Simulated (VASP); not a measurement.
# Mg16O17 (a cell with a defect) in VASP: single point with PBE

Aim: the single point of Mg16O17 (a cell with a defect) with PBE.

Program: VASP 6.6.1. These are calculated values, not measurements. Logs are shortened: lines on timing, memory, paths and dates and some standing lists are left out, and cuts for length are marked.

## Step 1: The cell of the first run

The cell holds a defect, 33 atoms: a = 7.369 Å, b = 7.369 Å, c = 7.369 Å, α = 109.47°, β = 109.47°, γ = 109.47°.

## Step 2: Single point, PBE

INCAR

```
SYSTEM = Mg16O17
PREC = Accurate
ENCUT = 520
EDIFF = 1E-6
ISMEAR = -1
SIGMA = 0.01
LREAL = Auto
LASPH = .True.
NELM = 120
ALGO = Normal
ISIF = 2
LWAVE = .False.
LCHARG = .False.
GGA = PE
NBANDS = 89
GGA_COMPAT = .False.
ISYM = -1
```

KPOINTS

```
explicit points
1
Reciprocal
  0.25000000   0.25000000   0.25000000 1
```

POSCAR

```
Mg16O17
1.0
   -4.2543812300      4.2543812300      4.2543812300
    4.2543812300     -4.2543812300      4.2543812300
    4.2543812300      4.2543812300     -4.2543812300
Mg O
16 17
Direct
   -0.0004854995      0.0026349308      0.0049780447
   -0.0006481554      0.2472635721      0.7492170606
   -0.0008455989      0.5015265169      0.5038172143
   -0.0012033477      0.7565500894      0.2591220533
    0.2437813971      0.0020987776      0.7487829200
    0.2498065976      0.2523424540      0.5013108569
    0.2281751323      0.5050317270      0.2347263788
    0.2485583550      0.7514911869      0.0041077654
    0.4995627766      0.0022468602      0.5044643120
    0.5026843821      0.2300836355      0.2344744032
    0.4995713560      0.5020676062      0.0043397615
    0.4954311535      0.7739610820      0.7736877167
    0.7541493878      0.0013416757      0.2594701651
    0.7494165021      0.2523610231      0.0038845837
    0.7704340121      0.5003757033      0.7727650209
    0.7483641752      0.7509268275      0.5084634834
   -0.0009573660      0.0017387957      0.5041326539
   -0.0096907159      0.2502093589      0.2517313193
   -0.0011985292      0.5019674741      0.0039307714
    0.0059136684      0.7527563532      0.7558691443
    0.2472596937     -0.0075419898      0.2513271478
    0.2399339516      0.2425225771     -0.0141451828
    0.2466316353      0.5025733202      0.7543356663
    0.2495267684      0.7513096094      0.5042522952
    0.4985252579      0.0015823688      0.0039428766
    0.4997448242      0.2500470556      0.7538361812
    0.4248521471      0.4266316068      0.3842416586
    0.4991227596      0.7536694120      0.2550825705
    0.7509716049      0.0104663869      0.7570777807
    0.7486458848      0.2525603471      0.5040784744
    0.7512765846      0.5014874983      0.2546466669
    0.7582613841      0.7612444266      0.0218189191
    0.5678777640      0.5731672523      0.6211412088
```

Potentials or basis: VASP PAW PBE potentials, release 64 (Mg, O).

Run with:

```sh
$ cat potpaw_PBE.64/Mg/POTCAR potpaw_PBE.64/O/POTCAR > POTCAR
$ mpirun -np 1 vasp_std > vasp.out
```

OUTCAR:

```text
SYSTEM = Mg16O17
   PREC = Accurate
   ENCUT = 520
   EDIFF = 1E-6
   ISMEAR = -1
   LREAL = Auto
   LASPH = .True.
   NELM = 120
   ISIF = 2
   GGA = PE
   ISYM = -1

 ion  position               nearest neighbor table
   1  1.000  0.003  0.005-  32 2.13  22 2.13  18 2.14  29 2.15  21 2.15  20 2.15   6 2.99  16 2.99
                            14 3.01  13 3.01   8 3.01   4 3.01   2 3.01   5 3.01  15 3.03   7 3.03
   2  0.999  0.247  0.749-  22 2.05  17 2.09  29 2.10  23 2.12  30 2.13  19 2.17  15 2.90   7 2.93
                             5 2.95  13 2.95  16 2.99   6 3.00   3 3.01   9 3.01  11 3.01   1 3.01
   3  0.999  0.502  0.504-  18 2.10  20 2.11  23 2.11  31 2.11  24 2.13  30 2.13  12 2.99  10 2.99
                            15 3.00   7 3.00   2 3.01   4 3.01   6 3.01  14 3.01  16 3.01  13 3.01
   4  0.999  0.757  0.259-  32 2.05  17 2.08  21 2.10  31 2.12  24 2.13  19 2.17   7 2.90  15 2.93
                            13 2.94   5 2.95   6 2.98  11 3.00   3 3.01  16 3.01   1 3.01   9 3.01
   5  0.244  0.002  0.749-  22 2.05  17 2.08  20 2.10  26 2.12  24 2.13  25 2.17  12 2.89  10 2.93
                             2 2.95   4 2.95  16 2.98   6 2.99  11 3.01   9 3.01   1 3.01   3 3.01
   6  0.250  0.252  0.501-  27 2.11  17 2.15  26 2.15  23 2.15  18 2.16  21 2.16  33 2.32  13 2.98
                             4 2.98   1 2.99   5 2.99   2 3.00   3 3.01   9 3.01  11 3.03   7 3.13
   7  0.228  0.505  0.235-  27 1.89  19 1.94  24 2.11  28 2.13  18 2.17  22 2.23   8 2.87  14 2.88
                             4 2.90   2 2.93   9 3.00   3 3.00  11 3.02   1 3.03   6 3.13  16 3.13
   8  0.249  0.751  0.004-  21 2.08  20 2.09  23 2.11  19 2.12  28 2.12  25 2.13   7 2.87  12 2.87
                            15 2.88  10 2.88   1 3.01   3 3.01   9 3.01  11 3.01   2 3.03   4 3.04
   9  0.500  0.002  0.504-  21 2.11  29 2.11  26 2.11  28 2.12  30 2.13  24 2.13   7 3.00  12 3.00
                            10 3.00  15 3.00  14 3.00  13 3.01   2 3.01   6 3.01  16 3.01   5 3.01
  10  0.503  0.230  0.234-  27 1.89  25 1.94  30 2.11  31 2.13  21 2.17  22 2.23  14 2.88   8 2.88
                            13 2.89   5 2.93   3 2.99   9 3.00  11 3.03   1 3.03   6 3.13  16 3.14
  11  0.500  0.502  0.004-  32 2.13  22 2.13  31 2.14  26 2.14  28 2.14  23 2.14   4 3.00  13 3.00
                            14 3.01   5 3.01   2 3.01   8 3.01   7 3.02   6 3.03  10 3.03  15 3.03
  12  0.495  0.774  0.774-  33 1.89  25 1.93  24 2.11  23 2.14  29 2.17  32 2.23   8 2.87  14 2.88
                             5 2.89  13 2.93   3 2.99   9 3.00  11 3.03   1 3.04  16 3.12   6 3.14
  13  0.754  0.001  0.259-  32 2.05  17 2.08  18 2.10  28 2.12  30 2.13  25 2.18  10 2.89  12 2.93
                             4 2.94   2 2.95   6 2.98  11 3.00  16 3.00   9 3.01   1 3.01   3 3.01
  14  0.749  0.252  0.004-  29 2.09  18 2.09  26 2.12  31 2.12  19 2.12  25 2.13  10 2.88  12 2.88
                             7 2.88  15 2.89   9 3.00  11 3.01   1 3.01   3 3.01   4 3.03   2 3.04
  15  0.770  0.500  0.773-  33 1.89  19 1.95  30 2.11  26 2.14  20 2.15  32 2.22   8 2.88  14 2.89
                             2 2.90   4 2.93   3 3.00   9 3.00   1 3.03  11 3.03  16 3.10   6 3.14
  16  0.748  0.751  0.508-  33 2.12  20 2.14  28 2.15  29 2.15  17 2.15  31 2.15  27 2.35   5 2.98
                             2 2.99   1 2.99  13 3.00   4 3.01   9 3.01   3 3.01  11 3.03  15 3.10
  17  0.999  0.002  0.504-   5 2.08  13 2.08   4 2.08   2 2.09   6 2.15  16 2.15
  18  0.990  0.250  0.252-  14 2.09  13 2.10   3 2.10   1 2.14   6 2.16   7 2.17
  19  0.999  0.502  0.004-   7 1.94  15 1.95  14 2.12   8 2.12   4 2.17   2 2.17
  20  0.006  0.753  0.756-   8 2.09   5 2.10   3 2.11  16 2.14   1 2.15  15 2.15
  21  0.247  0.992  0.251-   8 2.08   4 2.10   9 2.11   1 2.15   6 2.16  10 2.17
  22  0.240  0.243  0.986-   5 2.05   2 2.05   1 2.13  11 2.13   7 2.23  10 2.23
  23  0.247  0.503  0.754-   8 2.11   3 2.11   2 2.12  12 2.14  11 2.14   6 2.15
  24  0.250  0.751  0.504-  12 2.11   7 2.11   3 2.13   9 2.13   5 2.13   4 2.13
  25  0.499  0.002  0.004-  12 1.93  10 1.94   8 2.13  14 2.13   5 2.17  13 2.18
  26  0.500  0.250  0.754-   9 2.11  14 2.12   5 2.12  11 2.14  15 2.14   6 2.15
  27  0.425  0.427  0.384-  33 1.44  10 1.89   7 1.89   6 2.11  16 2.35
  28  0.499  0.754  0.255-   9 2.12  13 2.12   8 2.12   7 2.13  11 2.14  16 2.15
  29  0.751  0.010  0.757-  14 2.09   2 2.10   9 2.11   1 2.15  16 2.15  12 2.17
  30  0.749  0.253  0.504-  10 2.11  15 2.11   3 2.13   9 2.13   2 2.13  13 2.13
  31  0.751  0.501  0.255-   3 2.11  14 2.12   4 2.12  10 2.13  11 2.14  16 2.15
  32  0.758  0.761  0.022-  13 2.05   4 2.05   1 2.13  11 2.13  15 2.22  12 2.23
  33  0.568  0.573  0.621-  27 1.44  12 1.89  15 1.89  16 2.12   6 2.32

IMPORTANT INFORMATION: All symmetrisations will be switched off!
NOSYMM: (Re-)initialisation of all symmetry stuff for point group C_1.

----------------------------------------------------------------------------------------

                                     Primitive cell

  volume of cell :     308.0131

  direct lattice vectors                    reciprocal lattice vectors
    -4.254381230  4.254381230  4.254381230     0.000000000  0.117525904  0.117525904
     4.254381230 -4.254381230  4.254381230     0.117525904  0.000000000  0.117525904
     4.254381230  4.254381230 -4.254381230     0.117525904  0.117525904  0.000000000

  length of vectors
     7.368804445  7.368804445  7.368804445     0.166206727  0.166206727  0.166206727

  position of ions in fractional coordinates (direct lattice)
     0.999514500  0.002634931  0.004978045
     0.999351845  0.247263572  0.749217061
     0.999154401  0.501526517  0.503817214
     0.998796652  0.756550089  0.259122053
     0.243781397  0.002098778  0.748782920
     0.249806598  0.252342454  0.501310857
[... 25 lines left out ...]
     0.758261384  0.761244427  0.021818919
     0.567877764  0.573167252  0.621141209

  ion indices of the primitive-cell ions
   primitive index   ion index
                 1           1
                 2           2
                 3           3
                 4           4
                 5           5
                 6           6
[... 25 lines left out ...]
                32          32
                33          33

----------------------------------------------------------------------------------------

 KPOINTS: explicit points

Read explicit list of k-points.

 Found      1 k-points:

 Following reciprocal coordinates:
            Coordinates               Weight
  0.250000  0.250000  0.250000      1.000000
   k-points           NKPTS =      1   k-points in BZ     NKDIM =      1   number of bands    NBANDS=     89
   number of dos      NEDOS =    301   number of ions     NIONS =     33
   total plane-waves  NPLWV = 175616
   dimension x,y,z NGX =    56 NGY =   56 NGZ =   56
   dimension x,y,z NGXF=   112 NGYF=  112 NGZF=  112
   ions per type =              16  17
   NGX,Y,Z   is equivalent  to a cutoff of  12.63, 12.63, 12.63 a.u.
   NGXF,Y,Z  is equivalent  to a cutoff of  25.27, 25.27, 25.27 a.u.
 SYSTEM =  Mg16O17
   PREC   = accura    normal or accurate (medium, high low for compatibility)
   ISTART =      0    job   : 0-new  1-cont  2-samecut
   ICHARG =      2    charge: 1-file 2-atom 10-const
   ISPIN  =      1    spin polarized calculation?
   LNONCOLLINEAR =      F non collinear calculations
   LSORBIT =      F    spin-orbit coupling
   LASPH  =      T    aspherical Exc in radial PAW
   ENCUT  =  520.0 eV  38.22 Ry    6.18 a.u.  13.70 13.70 13.70*2*pi/ulx,y,z
   NELM   =    120;   NELMIN=  2; NELMDL= -5     # of ELM steps
   EDIFF  = 0.1E-05   stopping-criterion for ELM
   LREAL  =      T    real-space projection
   EDIFFG = 0.1E-04   stopping-criterion for IOM
   NSW    =      0    number of steps for IOM
   IBRION =     -1    ionic relax: 0-MD 1-quasi-New 2-CG
   NFREE  =      0    steps in history (QN), initial steepest desc. (CG)
   ISIF   =      2    stress and relaxation
   ISYM   =     -1    0-nonsym 1-usesym 2-fastsym
   POTIM  = 0.5000    time-step for ionic-motion
   TEBEG  =    0.0;   TEEND  =   0.0 temperature during run
   PSTRESS=    0.0 pullay stress
   NELECT =     134.0000    total number of electrons
   NUPDOWN=      -1.0000    fix difference up-down
   EMIN   =  10.00;   EMAX   =-10.00  energy-range for DOS
   EFERMI =   0.00;   METHOD = LEGACY
   ISMEAR =    -1;   SIGMA  =   0.01  broadening in eV -4-tet -1-fermi 0-gaus
   EFERMI_NEDOS =   21; number of points for ismear=-14 and -15
   IALGO  =     38    algorithm
   IMIX   =      4    mixing-type and parameters
     AMIX     =   0.40;   BMIX     =  1.00
     AMIX_MAG =   1.60;   BMIX_MAG =  1.00
  volume/ion in A,a.u.               =       9.33        62.99
  Fermi-wavevector in a.u.,A,eV,Ry     =   1.240471  2.344151 20.936222  1.538769
  Thomas-Fermi vector in A             =   2.374910
   LORBIT       =      0    0 simple, 1 ext, 2 COOP (PROOUT), +10 PAW based schemes
   GGA     = PE    functional components
   LHFCALC =     F    Hartree Fock is set to
   AEXX    =    0.0000 exact exchange contribution
   IVDW    =     0    specifies the selected vdW correction
   LEPSILON=     F    determine dielectric tensor
   LRPA    =     F    only Hartree local field effects (RPA)
 non-spin polarized calculation
  energy-cutoff  :      520.00
  volume of cell :      308.01
 maximum number of plane-waves:      8280
 NGX is ok and might be reduce to    54
   NGX = 27   NGY = 27   NGZ = 27

 number of electron     133.9999995 magnetization

 Free energy of the ion-electron system (eV)
  ---------------------------------------------------
  ext. energy  EPLUGINS =         0.00000000
  ---------------------------------------------------
  free energy    TOTEN  =      -192.75264429 eV

  energy without entropy =     -192.75264429  energy(sigma->0) =     -192.75264429

 E-fermi :   3.8512     XC(G=0): -11.0569

 val. band max:        3.5053218291   @ k =   0.2500   0.2500   0.2500
 cond. band min:       8.7543785606   @ k =   0.2500   0.2500   0.2500
 fundamental gap:      5.2490567315
 Fermi energy:         3.8512184391

 k-point     1 :       0.2500    0.2500    0.2500
  band No.  band energies     occupation
      1     -18.1720      2.00000
      2     -13.6175      2.00000
      3     -13.6039      2.00000
      4     -13.4149      2.00000
      5     -13.0805      2.00000
      6     -12.9316      2.00000
[... 71 lines left out ...]
     78      12.6508      0.00000
     79      12.7336      0.00000
 [bands above 79 left out]

------------------------ aborting loop because EDIFF is reached ----------------------------------------

  FORCE on cell =-STRESS in cart. coord.  units (eV):
  Direction    XX          YY          ZZ          XY          YZ          ZX
  --------------------------------------------------------------------------------------
  -------------------------------------------------------------------------------------
  Total       15.5299365     14.9526512      5.9539746      0.8665891      1.5542668      1.5068189
  in kB       80.7813414     77.7785032     30.9705100      4.5076956      8.0847567      7.8379490
  external PRESSURE =      63.1767849 kB  Pullay stress =       0.0000000 kB

 VOLUME and BASIS-vectors are now :
 -----------------------------------------------------------------------------
  energy-cutoff  :      520.00
  volume of cell :      308.01
      direct lattice vectors                 reciprocal lattice vectors
    -4.254381230  4.254381230  4.254381230     0.000000000  0.117525904  0.117525904
     4.254381230 -4.254381230  4.254381230     0.117525904  0.000000000  0.117525904
     4.254381230  4.254381230 -4.254381230     0.117525904  0.117525904  0.000000000

 POSITION                                       TOTAL-FORCE (eV/Angst)
 -----------------------------------------------------------------------------------
     -4.21993      4.26228      4.24235        -0.011490     -0.005131     -0.002919
     -0.01222      6.38713      2.11612         0.014072     -0.011895     -0.006643
      0.02633      4.26053      4.24104         0.012268     -0.004773     -0.001377
      0.07179      2.13301      6.36551        -0.013339      0.005353      0.001110
      2.15740      4.21382     -2.13954        -0.007988      0.026068     -0.007405
      2.14356      2.12198      0.00357         0.000468     -0.009568     -0.074430
[... 25 lines left out ...]
      0.10552      0.08013      6.37173        -0.033473     -0.032636     -0.017905
      2.66507      2.62007      2.21187         0.057871      0.227661      0.283770
 -----------------------------------------------------------------------------------
    total drift:                                0.001176     -0.009070     -0.001513

  FREE ENERGIE OF THE ION-ELECTRON SYSTEM (eV)
  ---------------------------------------------------
  free  energy   TOTEN  =      -192.7526442905 eV

  energy  without entropy=     -192.7526442905  energy(sigma->0) =     -192.75264429
```

Wall time 2.3 min (1 thread of Intel Xeon Platinum 8375C at 2.90GHz (Ice Lake), shared host); peak memory 0.4 GiB.

Results:

```yaml
Free_energy: -192.7526 eV
Pressure: 6.3 GPa
Largest_force: 0.368 eV/Å
Band_gap_on_the_k_mesh: 5.25 eV
```

Forces on the atoms (eV/Å):
```
Mg  -0.011 -0.005 -0.003
Mg   0.014 -0.012 -0.007
Mg   0.012 -0.005 -0.001
Mg  -0.013  0.005  0.001
Mg  -0.008  0.026 -0.007
Mg   0.000 -0.010 -0.074
Mg  -0.003  0.019 -0.012
Mg   0.000 -0.001  0.014
Mg  -0.006 -0.012 -0.010
Mg   0.065 -0.015 -0.006
Mg   0.002 -0.012 -0.010
Mg  -0.078  0.035  0.001
Mg   0.008 -0.030  0.005
Mg   0.002  0.007 -0.017
Mg   0.022  0.002 -0.050
Mg  -0.011 -0.039  0.105
O    0.008 -0.002  0.004
O   -0.014 -0.020 -0.002
O   -0.004 -0.003 -0.007
O    0.011  0.048  0.033
O   -0.004 -0.014  0.002
O    0.023  0.019 -0.005
O   -0.005  0.017  0.011
O    0.006 -0.010  0.004
O    0.003 -0.001  0.005
O    0.013 -0.002  0.003
O   -0.061 -0.137 -0.190
O   -0.004 -0.020 -0.017
O    0.016 -0.005 -0.001
O   -0.003  0.002 -0.017
O   -0.007 -0.022 -0.016
O   -0.033 -0.033 -0.018
O    0.058  0.228  0.284
```

Stress tensor (GPa, compression positive):
```
8.08 0.45 0.78
0.45 7.78 0.81
0.78 0.81 3.10
```

Levels at points of the mesh, in eV from the valence-band top:
```csv
k point,band 64,band 65,band 66,band 67,band 68,band 69,band 70,band 71
"(0.25, 0.25, 0.25)",-0.64,-0.63,-0.49,0.00,5.25,6.47,6.51,6.73
```
